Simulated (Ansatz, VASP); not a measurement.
# One calculation of Ta2N, two programs

```
CELL_PARAMETERS angstrom
2.96678 0.00000 0.00000
-1.48339 2.56931 0.00000
0.00000 0.00000 5.08922
ATOMIC_POSITIONS crystal
Ta 0.66667 0.33333 0.74637
Ta 0.33333 0.66667 0.25363
N 0.00000 0.00000 0.00000
```

Alike in both runs: task single point; functional PBEsol; k mesh 18 × 18 × 10; occupations gaussian, width 0.15 eV; no spin polarisation.

|  | VASP | Ansatz |
| --- | --- | --- |
| version | VASP 6.6.1 | Ansatz 0.2.0 |
| potentials or method | VASP PAW PBE potentials, release 64 (Ta_pv, N), cutoff 520 eV | scalar-relativistic, plane waves, PAW |
| valence electrons in the cell | 27 | 31 |

```csv
,VASP,Ansatz,Ansatz less VASP
gap on the k mesh at the Fermi level (eV),none,none,-
pressure (GPa),8.0,7.3,-0.69
"traceless stress, the component that is largest in VASP (GPa)",-12.94,-12.91,+0.034
rms of the force components (eV/Å),0.422,0.394,-0.0281
```

VASP's potentials were made for PBE, not for PBEsol, and Ansatz warns of the same on its side. Atom by atom the forces differ by 0.028 eV/Å (rms over components). A gap of «none» marks a metal or a gap that the smearing closes. VASP's potentials hold 27 valence electrons a cell and Ansatz's 31, so a difference there can come from the potentials and not from the codes.

Neither program's run includes spin-orbit coupling.
